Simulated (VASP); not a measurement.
Wanted: the native input for a VASP 6.6.1 run.

```
Task                   : relaxation of cell and atoms
Functional             : PBE
Potentials or basis    : VASP PAW PBE potentials, release 64 (Ga_d, F)
Cutoff                 : 600 eV
k mesh                 : 6 × 6 × 6
Occupations            : gaussian, width 0.1 eV
Spin                   : no spin polarisation
Dipole correction      : no
Further INCAR settings : ALGO = Normal; EDIFF = 1e-07; IBRION = 2; EDIFFG = -0.04; NSW = 90; ISIF = 3
```

The structure of Ga2F lies in POSCAR:

```
Ga2F
1.0
    4.5635750583      0.0000000000      0.0000000000
   -2.2817875291      3.9521719326      0.0000000000
    0.0000000000      0.0000000000      2.7654155161
Ga F
2 1
Direct
    0.3333333333      0.6666666667      0.5000000000
    0.6666666667      0.3333333333      0.5000000000
    0.0000000000      0.0000000000      0.0000000000
```

One way to write it, as run:

INCAR

```
PREC = Accurate ; ENCUT = 600
EDIFF = 1E-7 ; ISMEAR = 0
SIGMA = 0.1 ; LREAL = F
LASPH = T ; NELM = 60
ALGO = Normal ; ISIF = 3
LWAVE = F ; LCHARG = F
GGA = PE ; IBRION = 2
NSW = 90 ; EDIFFG = -0.04
```

KPOINTS

```
Automatic mesh
0
Gamma
  6 6 6
```

Potentials or basis: VASP PAW PBE potentials, release 64 (Ga_d, F).

The run is started by

```sh
$ cat potpaw_PBE.64/Ga_d/POTCAR potpaw_PBE.64/F/POTCAR > POTCAR
$ mpirun -np 1 vasp_std > vasp.out
```

Results of the run:

The relaxed volume is 16.59 Å³/atom. The relaxed cell is a = 4.594 Å, b = 4.594 Å, c = 2.722 Å, α = 90.00°, β = 90.00°, γ = 120.00°. The space group after relaxing (to 0.1 Å) is P6/mmm (No. 191) and the energy gained by relaxing is 2.1 meV/atom. The ionic steps are 3, the pressure after relaxing is -0.1 GPa and the band gap on the k mesh is zero (an odd number of electrons rules out a gap without spin polarisation).

Caveat: the k points lie up to 0.38 Å⁻¹ apart in the final cell, too coarse for converged energies and pressures of a metal.

Run time: 26 s on 1 thread of Intel(R) Xeon(R) 6975P-C (Granite Rapids), with other jobs on the host, peak memory 0.19 GiB.
